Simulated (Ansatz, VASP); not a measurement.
**Two plane-wave programs on BeAl3**

INCAR

```
  PREC = Accurate
  ENCUT = 520
  EDIFF = 1E-6
  ISMEAR = -1
  SIGMA = 0.05
  LREAL = False
  LASPH = True
  NELM = 100
  ALGO = Fast
  ISIF = 2
  LWAVE = False
  LCHARG = True
  GGA = RE
  LELF = True
  LVHAR = True
  NBANDS = 14
```

Contents of KPOINTS:

```
Automatic mesh
0
Gamma
  6 6 6
```

Contents of POSCAR:

```
BeAl3
1.0
   -1.9421910000      1.9421910000      3.8518930000
    1.9421910000     -1.9421910000      3.8518930000
    1.9421910000      1.9421910000     -3.8518930000
Al Be
3 1
Direct
    0.5000000000      0.5000000000      0.0000000000
    0.2500000000      0.7500000000      0.5000000000
    0.7500000000      0.2500000000      0.5000000000
    0.0000000000      0.0000000000      0.0000000000
```

input.yaml

```yaml
crystal:
  lattice:
    - [-1.942191, 1.942191, 3.851893]
    - [1.942191, -1.942191, 3.851893]
    - [1.942191, 1.942191, -3.851893]
  atoms:
    - { symbol: Al, position: [0.5, 0.5, 0.0] }
    - { symbol: Al, position: [0.25, 0.75, 0.5] }
    - { symbol: Al, position: [0.75, 0.25, 0.5] }
    - { symbol: Be, position: [0.0, 0.0, 0.0] }
hamiltonian:
  xc: revpbe
  pseudopotentials: { kind: paw }
kpoints:
  mp_grid: { grid: [6, 6, 6] }
  band_path:
    path:
      - [[0.0, 0.0, 0.0], [0.0, 0.0, 0.5], [-0.1271175312, 0.1271175312, 0.5], [-0.3135587656, 0.3135587656, 0.3135587656], [0.0, 0.0, 0.0], [0.5, 0.5, -0.5], [0.3135587656, 0.6864412344, -0.3135587656], [0.0, 0.5, 0.0], [0.25, 0.25, 0.25], [0.5, 0.5, -0.1271175312], [0.5, 0.5, -0.5]]
      - [[0.0, 0.0, 0.5], [0.25, 0.25, 0.25]]
    npoints: 14
scf:
  occupations: { method: fermi_dirac, width: 0.05 }
  n_extra_bands: 10
output:
  forces: true
  stress: true
  eigenvalues: true
  fatbands: true
  write_density: true
  write_potential: true
  elf: true
  volumetric_format: npy
```

Alike in both runs: functional revPBE; k mesh 6 × 6 × 6; occupations fermi-dirac, width 0.05 eV; no spin polarisation.

|  | VASP | Ansatz |
| --- | --- | --- |
| version | VASP 6.6.1 | Ansatz 0.2.0 |
| potentials or method | VASP PAW PBE potentials, release 64 (Al, Be) | Ansatz PAW |
| plane-wave cutoff (eV) | 520 | 420 |
| valence electrons in the cell | 11 | 11 |
| task | single point | band structure |

|  | VASP | Ansatz | Ansatz less VASP |
| --- | --- | --- | --- |
| gap on the k mesh at the Fermi level (eV) | none | none | - |
| pressure (GPa) | 1.8 | 2.0 | +0.15 |
| traceless stress, the component that is largest in VASP (GPa) | -2.25 | -2.25 | -0.005 |

VASP's potentials were made for PBE, not for revPBE. A gap of «none» marks a metal or a gap that the smearing closes.

The k mesh is coarse, so the values compare programs but aren't converged.
